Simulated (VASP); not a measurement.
Runs of VASP 6.6.1 on S. The structure is that of space group Fm-3m (No. 225), or close to it. The cells are those of the table. 

| cell | gap on the mesh (eV) | pressure (GPa) |
| --- | --- | --- |
| a = 2.787, b = 2.787, c = 2.679 Å, angles 61.3, 61.3, 57.5°, 1 atom | none | (a) |
| a = 2.751, b = 2.751, c = 2.679 Å, angles 60.9, 60.9, 58.3°, 1 atom | none | 4.4 |
| a = 2.785, b = 2.785, c = 2.750 Å, angles 60.4, 60.4, 59.2°, 1 atom | none | (b) |
| a = 2.785, b = 2.785, c = 2.820 Å, angles 59.6, 59.6, 60.8°, 1 atom | none | -3.2 |
| a = 2.891 Å, angles 60.0°, 1 atom | none | -9.7 |
| a = 2.750 Å, angles 60.0°, 1 atom | none | 1.5 |
| a = 2.715, b = 2.715, c = 2.750 Å, angles 59.6, 59.6, 60.9°, 1 atom | none | 4.3 |
| a = 2.961 Å, angles 60.0°, 1 atom | none | -12.7 |
| a = 2.715, b = 2.715, c = 2.679 Å, angles 60.4, 60.4, 59.1°, 1 atom | none | 7.4 |
| a = 2.679 Å, angles 60.0°, 1 atom | none | 10.7 |

Alike in all rows: task single point; level PBEsol; potentials or basis VASP PAW PBE potentials, release 64 (S); no spin polarisation; k mesh 20 × 20 × 20; cutoff (eV) 520; smearing gaussian 0.15 eV.

**Question.** Fill in the values left out.

**Answer.** (a) 1.7; (b) -0.9.

Caveats: the PAW data sets were made with another functional, which shifts forces and pressure a little; the cell stands under pressure (at least some runs); the cell stands under tension (at least some runs); the stress differs along the axes, from -1 to 6 GPa (at least some runs).

A gap of «none» marks levels without a gap at the run's occupations.
